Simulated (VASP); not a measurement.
A run of VASP 6.6.1 is set up as follows.

POSCAR

```
NbCd3
1.0
    4.3559172361      0.0000000000      0.0000000000
    0.0000000000      4.3559172361      0.0000000000
    0.0000000000      0.0000000000      4.3559172361
Nb Cd
1 3
Direct
    0.0000000000      0.0000000000      0.0000000000
    0.0000000000      0.5000000000      0.5000000000
    0.5000000000      0.0000000000      0.5000000000
    0.5000000000      0.5000000000      0.0000000000
```

The input INCAR.step1:

```
  ALGO = Normal
  EDIFF = 1E-4
  ENCUT = 520
  GGA = PE
  ISMEAR = 0
  LASPH = T
  LCHARG = F
  LREAL = F
  LWAVE = T
  NBANDS = 32
  NELM = 100
  PREC = Accurate
  SIGMA = 0.1
```

The input INCAR.step2:

```
  ALGO = Normal
  EDIFF = 1E-7
  ENCUT = 520
  ISIF = 2
  ISMEAR = 0
  ISTART = 1
  LASPH = T
  LCHARG = T
  LELF = T
  LMIXTAU = T
  LREAL = F
  LVHAR = T
  LWAVE = F
  METAGGA = R2SCAN
  NBANDS = 32
  NELM = 100
  PREC = Accurate
  SIGMA = 0.1
```

Contents of KPOINTS:

```
k-points
0
Gamma
  10 10 10
```

Potentials or basis: VASP PAW PBE potentials, release 64 (Nb_sv, Cd).

Command:

```console
$ cat potpaw_PBE.64/Nb_sv/POTCAR potpaw_PBE.64/Cd/POTCAR > POTCAR
$ cp INCAR.step1 INCAR
$ mpirun -np 1 vasp_std > vasp.out
$ cp INCAR.step2 INCAR
$ mpirun -np 1 vasp_std > vasp.out
```

Task: Predict the pressure.

Result: -4.9 GPa.

Task: Estimate the band gap on the k mesh.

Result: Zero (an odd number of electrons rules out a gap without spin polarisation).

Caveat: the cell stands under tension; the PAW data sets were made with another functional, which shifts forces and pressure a little.
